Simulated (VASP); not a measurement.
Here is a VASP 6.6.1 calculation.

File INCAR:

```
PREC     = Accurate       # precision mode
ENCUT    = 520            # plane-wave cutoff, eV
EDIFF    = 1E-7           # SCF threshold, eV
ISMEAR   = 0              # smearing method
SIGMA    = 0.1            # smearing width, eV
LREAL    = F              # projectors in reciprocal space
LASPH    = T              # aspherical terms in the spheres
NELM     = 60             # most SCF steps
ALGO     = Fast           # electronic algorithm
ISIF     = 2              # what is computed and relaxed
LWAVE    = F              # write WAVECAR
LCHARG   = F              # write CHGCAR
GGA      = PE             # functional
NBANDS   = 21             # bands
```

KPOINTS

```
Automatic mesh
0
Gamma
  18 18 10
```

Contents of POSCAR:

```
Ru
1.0
    2.7295425065      0.0000000000      0.0000000000
   -1.3647712532      2.3638531514      0.0000000000
    0.0000000000      0.0000000000      4.3088593871
Ru
2
Direct
    0.3333333333      0.6666666667      0.2500000000
    0.6666666667      0.3333333333      0.7500000000
```

Potentials or basis: VASP PAW PBE potentials, release 64 (Ru_pv).

Launch:

```sh
$ cat potpaw_PBE.64/Ru_pv/POTCAR > POTCAR
$ mpirun -np 1 vasp_std > vasp.out
```

(1) Estimate the pressure.

(2) Estimate the band gap on the k mesh.

Results:

(1) -3.1 GPa.

(2) zero (bands 14 and 15 overlap by 3.02 eV).

Caveat: the cell stands under tension.
